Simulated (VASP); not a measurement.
A run of VASP 6.6.1 is set up as follows.

INCAR

```
SYSTEM = AlN
ALGO = Normal
EDIFF = 1E-6
ENCUT = 520
GGA = PS
ISIF = 2
ISMEAR = -1
LASPH = .True.
LCHARG = .True.
LELF = .True.
LREAL = .False.
LVHAR = .True.
LWAVE = .False.
NBANDS = 16
NELM = 100
PREC = Accurate
SIGMA = 0.02
```

The input KPOINTS:

```
k-points
0
Gamma
  11 11 6
  0 0 0
```

POSCAR

```
AlN
1.0
    3.1110021516      0.0000000000      0.0000000000
   -1.5555010758      2.6942068945      0.0000000000
    0.0000000000      0.0000000000      4.8286600000
Al N
2 2
Direct
    0.3333333333      0.6666666667      0.0000000000
    0.6666666667      0.3333333333      0.5000000000
    0.3333333333      0.6666666667      0.3850000000
    0.6666666667      0.3333333333      0.8850000000
```

Potentials or basis: VASP PAW PBE potentials, release 64 (Al, N).

Run with:

```bash
$ cat potpaw_PBE.64/Al/POTCAR potpaw_PBE.64/N/POTCAR > POTCAR
$ mpirun -np 1 vasp_std > vasp.out
```

Problem. What does it give for the pressure?

Solution. 6.8 GPa.

Problem. Estimate the band gap on the k mesh.

Solution. 4.27 eV, direct.

Problem. What does it give for the largest force?

Solution. 0.275 eV/Å.

Forces in eV/Å, atoms in the order of the input:
```
Al   0.000  0.000 -0.275
Al   0.000  0.000 -0.275
N    0.000  0.000  0.275
N    0.000  0.000  0.275
```

Caveat: the cell differs from its parent crystal (zz strain of -3 %); the PAW data sets were made with another functional, which shifts forces and pressure a little. A k mesh can miss the band edges.
